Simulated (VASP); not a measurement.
Ga: single point with PBE

Crystal: Ga.

```
Ga
1.0
     4.82942    0.00000    0.00000
    -2.41471    4.18240    0.00000
     0.00000    0.00000    3.09542
Ga
3
Direct
  0.00000 0.00000 0.00000
  0.33333 0.66667 0.50000
  0.66667 0.33333 0.50000
```

This cell differs from its parent crystal: volume scaled by 1.08.

* Program: VASP 6.6.1
* Task: single point
* Functional: PBE
* Potentials or basis: VASP PAW PBE potentials, release 64 (Ga_d)
* Cutoff: 520 eV
* k mesh: 9 × 9 × 12
* Occupations: fermi-dirac, width 0.1 eV
* Spin: no spin polarisation
* Dipole correction: no
* Further INCAR settings: ALGO = Normal; EDIFF = 1e-07; NBANDS = 26

- Pressure: -2.7 GPa

Stress tensor (GPa, compression positive):
```
-2.60  0.00  0.00
 0.00 -2.60  0.00
 0.00  0.00 -2.93
```

Levels at points of the mesh, in eV from the Fermi level:
| k point | band 17 | band 18 | band 19 | band 20 | band 21 | band 22 |
| --- | --- | --- | --- | --- | --- | --- |
| (0.00, 0.00, 0.00) | -2.79 | -2.50 | -0.96 | -0.96 | -0.75 | -0.75 |
| (0.00, 0.00, 0.50) | -5.71 | 0.63 | 1.29 | 1.29 | 1.37 | 1.54 |

Wall time 54 s on 1 thread of AMD EPYC 9R45 96-Core Processor (Zen 5), with other jobs on the host, peak memory 0.21 GiB.
